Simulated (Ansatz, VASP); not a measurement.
# One calculation of MnAs, two programs

```xyz
2
Lattice="0.0000 2.8365 2.8365 2.8365 0.0000 2.8365 2.8365 2.8365 0.0000" Properties=species:S:1:pos:R:3 pbc="T T T"
Mn    0.0000    0.0000    0.0000
As    1.4182    1.4182    1.4182
```

Alike in both runs: functional PBE; k mesh 16 × 16 × 16; occupations gaussian, width 0.1 eV; collinear spin.

Ansatz relaxed the structure, and its values are those at the end. VASP's run is a single point on that final structure, the one shown.

|  | VASP | Ansatz |
| --- | --- | --- |
| version | VASP 6.6.1 | Ansatz 0.2.0 |
| potentials or method | VASP PAW PBE potentials, release 64 (Mn_pv, As), cutoff 500 eV | scalar-relativistic, plane waves, PAW |
| valence electrons in the cell | 18 | 30 |

```csv
,VASP,Ansatz,Ansatz less VASP
gap on the k mesh at the Fermi level (eV),none,none,-
pressure (GPa),-0.1,0.0,+0.05
net moment per atom (μB),1.88,1.89,+0.008
size of the moment on the site where the two differ most (μB),3.68,3.57,-0.117
```

Site moments also hang on the region over which each program counts them. A gap of «none» marks a metal or a gap that the smearing closes. With one functional, cell and mesh, what is left measures potentials, basis and numerics. VASP's potentials hold 18 valence electrons a cell and Ansatz's 30, so a difference there can come from the potentials and not from the codes.
